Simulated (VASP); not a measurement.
A run of VASP 6.6.1 is set up as follows.

INCAR

```
SYSTEM = HC12
PREC = Accurate
ENCUT = 520
EDIFF = 1E-6
ISMEAR = 0
SIGMA = 0.05
LREAL = Auto
LASPH = .True.
NELM = 80
ALGO = Normal
ISIF = 2
LWAVE = .False.
LCHARG = .False.
LDIPOL = .True.
IDIPOL = 3
DIPOL = 0.5 0.5 0.291
GGA = PE
NBANDS = 68
```

Contents of KPOINTS:

```
Automatic mesh
0
Gamma
  5 5 1
  0 0 0
```

POSCAR

```
HC12
1.0
    5.0509324483      0.0000000000      0.0000000000
    0.0000000000      5.0509324483      0.0000000000
    0.0000000000      0.0000000000     22.3754933530
C H
24 2
Direct
    0.0000000000      0.2500000000      0.1787670080
    0.0000000000      0.7500000000      0.1787670080
    0.5000000000      0.2500000000      0.1787670080
    0.5000000000      0.7500000000      0.1787670080
    0.0000000000      0.0000000000      0.2186716990
    0.0000000000      0.5000000000      0.2186716990
    0.5000000000      0.0000000000      0.2186716990
    0.5000000000      0.5000000000      0.2186716990
    0.2500000000      0.0000000000      0.2585763899
    0.2500000000      0.5000000000      0.2585763899
    0.7500000000      0.0000000000      0.2585763899
    0.7500000000      0.5000000000      0.2585763899
    0.2500000000      0.2500000000      0.2976014419
    0.2500000000      0.7500000000      0.2976014419
    0.7500000000      0.2500000000      0.2976014419
    0.7500000000      0.7500000000      0.2976014419
    0.0000000000      0.2500000000      0.3394883053
    0.0000000000      0.7500000000      0.3394883053
    0.5000000000      0.2500000000      0.3394883053
    0.5000000000      0.7500000000      0.3394883053
    0.0000000000      0.0000000000      0.3743154719
    0.0000000000      0.5000000000      0.3743154719
    0.5000000000      0.0000000000      0.3743154719
    0.5000000000      0.5000000000      0.3743154719
    0.9090266986      0.3750000000      0.4516322029
    1.0909733014      0.3750000000      0.4516322029
```

Potentials or basis: VASP PAW PBE potentials, release 64 (C, H).

Command:

```console
$ cat potpaw_PBE.64/C/POTCAR potpaw_PBE.64/H/POTCAR > POTCAR
$ mpirun -np 1 vasp_std > vasp.out
```

Q: What does it give for the band gap on the k mesh?

A: Zero (bands 49 and 50 overlap by 0.24 eV).

Q: Estimate the largest force.

A: 2.622 eV/Å.

Forces in eV/Å, atoms in the order of the input:
```
C    0.000  0.026  2.141
C    0.000 -0.028  2.151
C    0.000  0.031  2.100
C    0.000 -0.031  2.074
C    0.000  0.000 -2.622
C    0.000  0.003 -2.597
C    0.000 -0.046 -2.380
C    0.000  0.029 -2.455
C    0.043  0.037  0.271
C    0.163 -0.021  0.279
C   -0.043  0.037  0.271
C   -0.163 -0.021  0.279
C    0.162  0.068  0.050
C    0.125 -0.124  0.123
C   -0.162  0.068  0.050
C   -0.125 -0.124  0.123
C    0.000 -0.242  0.477
C    0.000  0.520  0.477
C    0.000  0.016 -0.309
C    0.000 -0.027  0.027
C    0.000  0.152  0.307
C    0.000 -0.421 -0.524
C    0.000  0.185 -0.053
C    0.000 -0.161  0.157
H    2.160  0.038 -0.210
H   -2.160  0.038 -0.210
```
